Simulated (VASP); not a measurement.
# Sc (P6_3/mmc) in VASP: notebook

The runs below take Sc through single point, relaxation of cell and atoms, with PBEsol.

All numbers are computed with VASP 6.6.1; they aren't measurements. Logs are shortened: lines on timing, memory, paths and dates and some standing lists are left out, and cuts for length are marked.

**1. The cell of the first run**

The structure is hexagonal, space group P6_3/mmc (No. 194). Conventional cell: a = 3.257 Å, b = 3.257 Å, c = 5.075 Å, α = 90.00°, β = 90.00°, γ = 120.00°. Within 4.2 Å of Sc (site symmetry -6m2) lie 12 Sc at 3.16 to 3.26 Å.

**2. Single point, PBEsol**

The input, INCAR:

```
PREC = Accurate
ENCUT = 520
EDIFF = 1E-6
ISMEAR = -1
SIGMA = 0.1
LREAL = False
LASPH = True
NELM = 80
ALGO = Normal
ISIF = 2
LWAVE = False
LCHARG = True
GGA = PS
LELF = True
LVHAR = True
NBANDS = 18
```

The input, KPOINTS:

```
Automatic mesh
0
Gamma
  16 16 10
```

The input, POSCAR:

```
Sc
1.0
    3.2573661046      0.0000000000      0.0000000000
   -1.6286830523      2.8209617960      0.0000000000
    0.0000000000      0.0000000000      5.0747525060
Sc
2
Direct
    0.3333333333      0.6666666667      0.2500000000
    0.6666666667      0.3333333333      0.7500000000
```

Potentials or basis: VASP PAW PBE potentials, release 64 (Sc_sv).

On the command line:

```
> cat potpaw_PBE.64/Sc_sv/POTCAR > POTCAR
> mpirun -np 1 vasp_std > vasp.out
```

OUTCAR:

```text
PREC = Accurate
   ENCUT = 520
   EDIFF = 1E-6
   ISMEAR = -1
   LREAL = False
   LASPH = True
   NELM = 80
   ISIF = 2
   GGA = PS

 ion  position               nearest neighbor table
   1  0.333  0.667  0.250-   2 3.16   2 3.16   2 3.16   2 3.16   2 3.16   2 3.16
   2  0.667  0.333  0.750-   1 3.16   1 3.16   1 3.16   1 3.16   1 3.16   1 3.16

  LATTYP: Found a hexagonal cell.
 ALAT       =     3.2573661046
 C/A-ratio  =     1.5579312681

  Lattice vectors:

 A1 = (   3.2573661046,   0.0000000000,   0.0000000000)
 A2 = (  -1.6286830523,   2.8209617960,   0.0000000000)
 A3 = (   0.0000000000,   0.0000000000,   5.0747525060)

Analysis of symmetry for initial positions (statically):
=====================================================================
 Subroutine PRICEL returns:
 Original cell was already a primitive cell.

 Routine SETGRP: Setting up the symmetry group for a
 hexagonal supercell.

 Subroutine GETGRP returns: Found 24 space group operations
 (whereof 12 operations were pure point group operations)
 out of a pool of 24 trial point group operations.

The static configuration has the point symmetry D_3d.
 The point group associated with its full space group is D_6h.

Analysis of symmetry for dynamics (positions and initial velocities):
=====================================================================
 Subroutine PRICEL returns:
 Original cell was already a primitive cell.

 Routine SETGRP: Setting up the symmetry group for a
 hexagonal supercell.

 Subroutine GETGRP returns: Found 24 space group operations
 (whereof 12 operations were pure point group operations)
 out of a pool of 24 trial point group operations.

The dynamic configuration has the point symmetry D_3d.
 The point group associated with its full space group is D_6h.

 Subroutine INISYM returns: Found 24 space group operations
 (whereof 12 operations are pure point group operations),
 and found     1 'primitive' translations

----------------------------------------------------------------------------------------

                                     Primitive cell

  volume of cell :      46.6314

  direct lattice vectors                    reciprocal lattice vectors
     3.257366105  0.000000000  0.000000000     0.306996502  0.177244513  0.000000000
    -1.628683052  2.820961796  0.000000000     0.000000000  0.354489026  0.000000000
     0.000000000  0.000000000  5.074752506     0.000000000  0.000000000  0.197053945

  length of vectors
[... 79 lines left out ...]
   LASPH  =      T    aspherical Exc in radial PAW
   ENCUT  =  520.0 eV  38.22 Ry    6.18 a.u.   6.06  6.06  9.44*2*pi/ulx,y,z
   NELM   =     80;   NELMIN=  2; NELMDL= -5     # of ELM steps
   EDIFF  = 0.1E-05   stopping-criterion for ELM
   LREAL  =      F    real-space projection
   EDIFFG = 0.1E-04   stopping-criterion for IOM
   NSW    =      0    number of steps for IOM
   IBRION =     -1    ionic relax: 0-MD 1-quasi-New 2-CG
   NFREE  =      0    steps in history (QN), initial steepest desc. (CG)
   ISIF   =      2    stress and relaxation
   ISYM   =      2    0-nonsym 1-usesym 2-fastsym
   POTIM  = 0.5000    time-step for ionic-motion
   TEBEG  =    0.0;   TEEND  =   0.0 temperature during run
   PSTRESS=    0.0 pullay stress
   NELECT =      22.0000    total number of electrons
   NUPDOWN=      -1.0000    fix difference up-down
   EMIN   =  10.00;   EMAX   =-10.00  energy-range for DOS
   EFERMI =   0.00;   METHOD = LEGACY
   ISMEAR =    -1;   SIGMA  =   0.10  broadening in eV -4-tet -1-fermi 0-gaus
   EFERMI_NEDOS =   21; number of points for ismear=-14 and -15
   IALGO  =     38    algorithm
   IMIX   =      4    mixing-type and parameters
     AMIX     =   0.40;   BMIX     =  1.00
     AMIX_MAG =   1.60;   BMIX_MAG =  1.00
  volume/ion in A,a.u.               =      23.32       157.34
  Fermi-wavevector in a.u.,A,eV,Ry     =   1.274450  2.408362 22.098897  1.624223
  Thomas-Fermi vector in A             =   2.407217
   LORBIT       =      0    0 simple, 1 ext, 2 COOP (PROOUT), +10 PAW based schemes
   GGA     = PS    functional components
   LHFCALC =     F    Hartree Fock is set to
   AEXX    =    0.0000 exact exchange contribution
   IVDW    =     0    specifies the selected vdW correction
   LEPSILON=     F    determine dielectric tensor
   LRPA    =     F    only Hartree local field effects (RPA)
 non-spin polarized calculation
  energy-cutoff  :      520.00
  volume of cell :       46.63
 maximum number of plane-waves:      1278
   NGX = 13   NGY = 13   NGZ = 19

 number of electron      22.0000006 magnetization

 Free energy of the ion-electron system (eV)
  ---------------------------------------------------
  ext. energy  EPLUGINS =         0.00000000
  ---------------------------------------------------
  free energy    TOTEN  =       -13.27101062 eV

  energy without entropy =      -13.15234197  energy(sigma->0) =      -13.21167630

 E-fermi :   3.9005     XC(G=0): -10.2189

 val. band max:        3.8988299214   @ k =   0.3750   0.1250   0.3000
 cond. band min:       3.9015204493   @ k =   0.1875   0.1875   0.1000
 fundamental gap:      0.0026905279
 Fermi energy:         3.9004537653

 k-point     1 :       0.0000    0.0000    0.0000
  band No.  band energies     occupation
      1     -45.1557      2.00000
      2     -45.0638      2.00000
      3     -24.1337      2.00000
      4     -23.7084      2.00000
      5     -23.7084      2.00000
      6     -23.6280      2.00000
[... 481 lines left out ...]
      5     -23.9097      2.00000
      6     -23.8000      2.00000
[... 10 lines left out ...]
     17       7.6225      0.00000
     18       8.0645      0.00000

 [... further k-points ...]

------------------------ aborting loop because EDIFF is reached ----------------------------------------

  FORCE on cell =-STRESS in cart. coord.  units (eV):
  Direction    XX          YY          ZZ          XY          YZ          ZX
  --------------------------------------------------------------------------------------
  -------------------------------------------------------------------------------------
  Total        0.2936153      0.2936153      0.2865474      0.0000000      0.0000000     -0.0000000
  in kB       10.0881272     10.0881272      9.8452893      0.0000000      0.0000000     -0.0000000
  external PRESSURE =      10.0071813 kB  Pullay stress =       0.0000000 kB

 VOLUME and BASIS-vectors are now :
 -----------------------------------------------------------------------------
  energy-cutoff  :      520.00
  volume of cell :       46.63
      direct lattice vectors                 reciprocal lattice vectors
     3.257366105  0.000000000  0.000000000     0.306996502  0.177244513  0.000000000
    -1.628683052  2.820961796  0.000000000     0.000000000  0.354489026  0.000000000
     0.000000000  0.000000000  5.074752506     0.000000000  0.000000000  0.197053945

 POSITION                                       TOTAL-FORCE (eV/Angst)
 -----------------------------------------------------------------------------------
     -0.00000      1.88064      1.26869        -0.000000     -0.000000      0.000000
      1.62868      0.94032      3.80606         0.000000      0.000000      0.000000
 -----------------------------------------------------------------------------------
    total drift:                                0.000000     -0.000000      0.000000

  FREE ENERGIE OF THE ION-ELECTRON SYSTEM (eV)
  ---------------------------------------------------
  free  energy   TOTEN  =       -13.2710106243 eV

  energy  without entropy=      -13.1523419676  energy(sigma->0) =      -13.21167630
```

OSZICAR:

```text
N       E                     dE             d eps       ncg     rms          rms(c)
DAV:   1     0.352838868559E+03    0.35284E+03   -0.11014E+04  6488   0.132E+03
DAV:   2     0.531359973346E+01   -0.34753E+03   -0.34050E+03  7912   0.540E+02
DAV:   3    -0.143564323181E+02   -0.19670E+02   -0.18899E+02 10682   0.154E+02
DAV:   4    -0.147256871794E+02   -0.36925E+00   -0.36704E+00  9756   0.197E+01
DAV:   5    -0.147300188220E+02   -0.43316E-02   -0.43300E-02 11120   0.229E+00    0.834E+00
DAV:   6    -0.134550998653E+02    0.12749E+01   -0.28177E+00  8520   0.188E+01    0.250E+00
DAV:   7    -0.132836235358E+02    0.17148E+00   -0.73382E-01  8744   0.873E+00    0.822E-01
DAV:   8    -0.132722999520E+02    0.11324E-01   -0.27999E-02  7828   0.212E+00    0.241E-01
DAV:   9    -0.132709959577E+02    0.13040E-02   -0.65869E-03  9110   0.859E-01    0.167E-02
DAV:  10    -0.132710121741E+02   -0.16216E-04   -0.91699E-05  9596   0.129E-01    0.682E-03
DAV:  11    -0.132710094128E+02    0.27613E-05   -0.23376E-06  7598   0.173E-02    0.176E-03
DAV:  12    -0.132710106842E+02   -0.12714E-05   -0.29940E-07  4642   0.943E-03    0.838E-04
DAV:  13    -0.132710106243E+02    0.59923E-07   -0.86139E-08  4328   0.552E-03
   1 F= -.13271011E+02 E0= -.13211676E+02  d E =-.118669E+00
```

stdout:

```text
POSCAR found type information on POSCAR Sc
 POSCAR found :  1 types and       2 ions
 scaLAPACK will be used
 -----------------------------------------------------------------------------
|                                                                             |
|                                                                             |
|     You enforced a specific xc type in the INCAR file but a different       |
|     I HOPE YOU KNOW WHAT YOU ARE DOING!                                     |
|                                                                             |
 -----------------------------------------------------------------------------

 LDA part: xc-table for (Slater+PW92), standard interpolation
 POSCAR, INCAR and KPOINTS ok, starting setup
 FFT: planning ... GRIDC
 FFT: planning ... GRID_SOFT
 FFT: planning ... GRID
 WAVECAR not read
 entering main loop
```

Wall time 65 s (1 thread of AMD EPYC 9R45 (Zen 5), shared host); peak memory 0.22 GiB.

What came out:

| Property | Result |
| --- | --- |
| Free energy | -13.2710 eV |
| Pressure | 1.0 GPa |
| Band gap on the k mesh | zero (bands 11 and 12 overlap by 1.59 eV) |

Caveat: the PAW data sets were made with another functional, which shifts forces and pressure a little.

**3. Single point, PBEsol**

This run uses another cell than the first one, of 23.72 Å³/atom.

The input, INCAR:

```
ALGO = Normal
EDIFF = 1E-6
ENCUT = 520
GGA = PS
ISIF = 2
ISMEAR = -1
LASPH = True
LCHARG = False
LREAL = False
LWAVE = False
NBANDS = 18
NELM = 100
PREC = Accurate
SIGMA = 0.1
```

The input, KPOINTS:

```
k-points
0
Gamma
  16 16 10
```

The input, POSCAR:

```
Sc
1.0
    3.2753515856      0.0000000000      0.0000000000
   -1.6376757928      2.8365376795      0.0000000000
    0.0000000000      0.0000000000      5.1058059260
Sc
2
Direct
    0.3333333333      0.6666666667      0.2500000000
    0.6666666667      0.3333333333      0.7500000000
```

Potentials or basis: VASP PAW PBE potentials, release 64 (Sc_sv).

On the command line:

```
> cat potpaw_PBE.64/Sc_sv/POTCAR > POTCAR
> mpirun -np 1 vasp_std > vasp.out
```

Run time: 70 s. Hardware: 1 thread of AMD EPYC 9R45 (Zen 5), shared host; peak memory 0.22 GiB.

The run converged. Its results:

```yaml
Free_energy: -13.2739 eV
Pressure: 0.0 GPa
Band_gap_on_the_k_mesh: zero (bands 11 and 12 overlap by 1.55 eV)
```

Levels at points of the mesh, in eV from the Fermi level:
```csv
k point,band 8,band 9,band 10,band 11,band 12,band 13,band 14,band 15
"(0.00, 0.00, 0.00)",-27.56,-5.21,-1.70,0.71,1.64,1.64,1.91,2.11
"(0.50, 0.00, 0.00)",-27.63,-1.64,-1.10,-0.73,-0.31,1.34,1.37,1.94
"(0.00, 0.00, 0.50)",-27.62,-3.61,-3.61,1.00,1.00,1.55,1.55,1.55
"(0.50, 0.00, 0.50)",-27.68,-1.53,-1.53,0.08,0.08,1.35,1.35,2.46
```

Caveat: the PAW data sets were made with another functional, which shifts forces and pressure a little.

**4. Relaxation of cell and atoms, PBEsol**

This run uses another cell than the first one, of 25.00 Å³/atom.

The input, INCAR:

```
SYSTEM = Sc
PREC = Accurate
ENCUT = 600
EDIFF = 1E-7
ISMEAR = -1
SIGMA = 0.1
LREAL = .FALSE.
LASPH = .TRUE.
NELM = 100
ALGO = Normal
ISIF = 3
LWAVE = .FALSE.
LCHARG = .FALSE.
GGA = PS
IBRION = 2
NSW = 100
EDIFFG = -0.002
```

The input, KPOINTS:

```
regular mesh
0
G
  16 16 10
  0 0 0
```

The input, POSCAR:

```
Sc
1.0
    3.3090000000      0.0000000000      0.0000000000
   -1.6545000000      2.8656780611      0.0000000000
    0.0000000000      0.0000000000      5.2733000000
Sc
2
Direct
    0.3333333333      0.6666666667      0.2500000000
    0.6666666667      0.3333333333      0.7500000000
```

On the command line:

```
> cat potpaw_PBE.64/Sc_sv/POTCAR > POTCAR
> mpirun -np 1 vasp_std > vasp.out
```

It took 4.5 min on 1 thread of Intel Xeon Platinum 8559C (Emerald Rapids), shared host; peak memory 0.28 GiB.

Results (log left out):

* Free energy: -13.2751 eV
* Relaxed volume: 23.74 Å³/atom
* Relaxed cell: a = 3.277 Å, b = 3.277 Å, c = 5.107 Å, α = 90.00°, β = 90.00°, γ = 120.00°
* Space group after relaxing (to 0.1 Å): P6_3/mmc (No. 194)
* Energy gained by relaxing: 12.3 meV/atom
* Ionic steps: 6
* Pressure after relaxing: 0.0 GPa
* Band gap on the k mesh: zero (bands 11 and 12 overlap by 1.55 eV)

The path:
```
step  energy change (eV)  largest force (eV/Å)  pressure (GPa)  volume (Å³)
   1              0.0000                0.0000           -2.63        50.00
   2             -0.0230                0.0000            0.52        47.09
   3             -0.0234                0.0000            0.12        47.42
   4             -0.0244                0.0000            0.06        47.46
   5             -0.0247                0.0000            0.01        47.48
   6             -0.0247                0.0000            0.01        47.49
```

Final structure:
```yaml
crystal:
  lattice:
    - [3.27656, 0.00000, 0.00000]
    - [-1.63828, 2.83759, 0.00000]
    - [0.00000, 0.00000, 5.10730]
  atoms:
    - { symbol: Sc, position: [0.33333, 0.66667, 0.25000] }
    - { symbol: Sc, position: [0.66667, 0.33333, 0.75000] }
```

Levels at points of the mesh, in eV from the Fermi level:
| k point | band 9 | band 10 | band 11 | band 12 | band 13 | band 14 |
| --- | --- | --- | --- | --- | --- | --- |
| (0.00, 0.00, 0.00) | -5.20 | -1.70 | 0.70 | 1.64 | 1.64 | 1.90 |
| (0.50, 0.00, 0.00) | -1.64 | -1.10 | -0.72 | -0.32 | 1.34 | 1.37 |
| (0.00, 0.00, 0.50) | -3.61 | -3.61 | 1.00 | 1.00 | 1.55 | 1.55 |
| (0.50, 0.00, 0.50) | -1.53 | -1.53 | 0.08 | 0.08 | 1.35 | 1.35 |

Caveat: the PAW data sets were made with another functional, which shifts forces and pressure a little.

**5. Overview**

| task | cell | cutoff (eV) | gap on the mesh (eV) | pressure (GPa) |
| --- | --- | --- | --- | --- |
| single point | a = 3.257, b = 3.257, c = 5.075 Å, angles 90.0, 90.0, 120.0°, 2 atoms | 520 | none | 1.0 |
| single point | a = 3.275, b = 3.275, c = 5.106 Å, angles 90.0, 90.0, 120.0°, 2 atoms | 520 | none | 0.0 |
| relaxation of cell and atoms | relaxed from a = 3.309, b = 3.309, c = 5.273 Å, angles 90.0, 90.0, 120.0°, 2 atoms | 600 | none | 0.0 |

Alike in all rows: level PBEsol; potentials or basis VASP PAW PBE potentials, release 64 (Sc_sv); no spin polarisation; k mesh 16 × 16 × 10; smearing fermi-dirac 0.1 eV.

Caveats: the PAW data sets were made with another functional, which shifts forces and pressure a little.

Total energies depend on the potentials used, so only differences within one code and one set of settings carry meaning.
